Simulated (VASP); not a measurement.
# Na2S: relaxation of cell and atoms with LDA

The system is Na2S.

```xyz
3
Lattice="0.0000 3.2840 3.2840 3.2840 0.0000 3.2840 3.2840 3.2840 0.0000" Properties=species:S:1:pos:R:3 pbc="T T T"
Na    1.6420    1.6420    1.6420
Na    4.9260    4.9260    4.9260
S     0.0000    0.0000    0.0000
```

* Program: VASP 6.6.1
* Task: relaxation of cell and atoms
* Functional: LDA
* Potentials or basis: VASP PAW LDA potentials, release 64 (Na_pv, S)
* Cutoff: 500 eV
* k mesh: 6 × 6 × 6
* Occupations: fermi-dirac, width 0.02 eV
* Spin: no spin polarisation
* Dipole correction: no
* Further INCAR settings: ALGO = Normal; EDIFF = 1e-07; IBRION = 2; EDIFFG = -0.005; NSW = 80; ISIF = 3

```json
{
 "Relaxed volume": "21.70 Å³/atom",
 "Relaxed cell": "a = 4.516 Å, b = 4.516 Å, c = 4.516 Å, α = 60.00°, β = 60.00°, γ = 60.00°",
 "Space group after relaxing (to 0.1 Å)": "Fm-3m (No. 225)",
 "Energy gained by relaxing": "15.3 meV/atom",
 "Ionic steps": "4",
 "Pressure after relaxing": "0.0 GPa",
 "Band gap on the k mesh": "2.49 eV"
}
```

The path:
```tsv
step	energy change (eV)	largest force (eV/Å)	pressure (GPa)	volume (Å³)
1	0.0000	0.0000	-2.39	70.83
2	-0.0387	0.0000	-1.04	67.28
3	-0.0459	0.0000	-0.07	65.25
4	-0.0460	0.0000	0.01	65.10
```

Final structure:
```yaml
crystal:
  lattice:
    - [0.00000, 3.19295, 3.19295]
    - [3.19295, 0.00000, 3.19295]
    - [3.19295, 3.19295, 0.00000]
  atoms:
    - { symbol: Na, position: [0.25000, 0.25000, 0.25000] }
    - { symbol: Na, position: [0.75000, 0.75000, 0.75000] }
    - { symbol: S, position: [0.00000, 0.00000, 0.00000] }
```

Levels at points of the mesh, in eV from the valence-band top:
| k point | band 8 | band 9 | band 10 | band 11 | band 12 | band 13 |
| --- | --- | --- | --- | --- | --- | --- |
| (0.00, 0.00, 0.00) | 0.00 | 0.00 | 0.00 | 2.49 | 7.77 | 7.77 |
| (0.50, 0.00, 0.00) | -1.83 | -0.14 | -0.14 | 4.84 | 6.56 | 7.11 |
| (0.50, 0.50, 0.00) | -1.64 | -0.50 | -0.50 | 3.67 | 5.99 | 8.81 |

Run time: 29 s on 1 thread of Intel(R) Xeon(R) Platinum 8488C (Sapphire Rapids), with other jobs on the host, peak memory 0.17 GiB.

LDA gaps usually lie below the measured ones, often by a third to a half. Zero-point motion and thermal expansion aren't in these numbers.
